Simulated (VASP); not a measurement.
Write the native input for VASP 6.6.1 that does the following.

- Task: single point
- Functional: PBEsol
- Potentials or basis: VASP PAW PBE potentials, release 64 (Ni, O)
- Cutoff: 600 eV
- k mesh: 9 × 9 × 9
- Occupations: gaussian, width 0.05 eV
- Spin: no spin polarisation
- Hubbard terms: Ni d U = 7.5 eV
- Dipole correction: no
- Further INCAR settings: ALGO = Normal; EDIFF = 1e-06; NBANDS = 24

The structure of NiO lies in POSCAR:

```
NiO
1.0
    0.0000000000      2.0913095100      2.0913095100
    2.0913095100      0.0000000000      2.0913095100
    4.1826190200      4.1826190200      0.0000000000
Ni O
2 2
Direct
    0.0000000000      0.0000000000      0.0000000000
    0.0000000000      0.0000000000      0.5000000000
    0.5000000000      0.5000000000      0.2500000000
    0.5000000000      0.5000000000      0.7500000000
```

One way to write it, as run:

INCAR

```
PREC = Accurate
ENCUT = 600
EDIFF = 1E-6
ISMEAR = 0
SIGMA = 0.05
LREAL = False
LASPH = True
NELM = 200
ALGO = Normal
ISIF = 2
LWAVE = False
LCHARG = True
LMAXMIX = 4
LDAU = True
LDAUTYPE = 2
LDAUL = 2 -1
LDAUU = 7.5 0
LDAUJ = 0 0
LDAUPRINT = 1
GGA = PS
LELF = True
LVHAR = True
NBANDS = 24
GGA_COMPAT = False
```

KPOINTS

```
regular mesh
0
Gamma
  9 9 9
```

Potentials or basis: VASP PAW PBE potentials, release 64 (Ni, O).

Launch:

```sh
$ cat potpaw_PBE.64/Ni/POTCAR potpaw_PBE.64/O/POTCAR > POTCAR
$ mpirun -np 1 vasp_std > vasp.out
```

It gave:

The pressure is -25.4 GPa and the band gap on the k mesh is zero (bands 16 and 17 overlap by 0.36 eV).

Caveat: the cell stands under tension; the PAW data sets were made with another functional, which shifts forces and pressure a little; the run has no spin polarisation, though such a crystal can be magnetic; U without spin polarisation on a metal has little footing.

It took 110 s on 1 thread of Oxide Virtual Turin-like Processor, with other jobs on the host, peak memory 0.19 GiB.
